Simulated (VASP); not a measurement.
A run of VASP 6.6.1 is set up as follows.

Contents of POSCAR:

```
ZnS
1.0
    0.0000000000      2.3220079978      2.3220079978
    2.3220079978      0.0000000000      2.3220079978
    2.3220079978      2.3220079978      0.0000000000
Zn S
1 1
Direct
    0.0000000000      0.0000000000      0.0000000000
    0.2500000000      0.2500000000      0.2500000000
```

Contents of INCAR.step1:

```
  PREC = Accurate
  ENCUT = 520
  ISMEAR = -1
  SIGMA = 0.05
  LREAL = False
  LASPH = True
  NELM = 60
  NBANDS = 16
  GGA = PE
  ALGO = Normal
  EDIFF = 1E-4
  LWAVE = True
  LCHARG = False
```

Contents of INCAR.step2:

```
  PREC = Accurate
  ENCUT = 520
  EDIFF = 1E-6
  ISMEAR = -1
  SIGMA = 0.05
  LREAL = False
  LASPH = True
  NELM = 60
  ALGO = Normal
  ISIF = 2
  LWAVE = False
  LCHARG = True
  METAGGA = R2SCAN
  LMIXTAU = True
  LELF = True
  LVHAR = True
  NBANDS = 16
  ISTART = 1
```

KPOINTS

```
Automatic mesh
0
Gamma
  12 12 12
```

Potentials or basis: VASP PAW PBE potentials, release 64 (Zn, S).

Run with:

```bash
$ cat potpaw_PBE.64/Zn/POTCAR potpaw_PBE.64/S/POTCAR > POTCAR
$ cp INCAR.step1 INCAR
$ mpirun -np 1 vasp_std > vasp.out
$ cp INCAR.step2 INCAR
$ mpirun -np 1 vasp_std > vasp.out
```

Problem. Predict the pressure.

Solution. 93.7 GPa.

Problem. Predict the band gap on the k mesh.

Solution. 2.33 eV (least direct gap 5.00 eV).

Caveat: the cell stands under pressure; the PAW data sets were made with another functional, which shifts forces and pressure a little. A k mesh can miss the band edges.
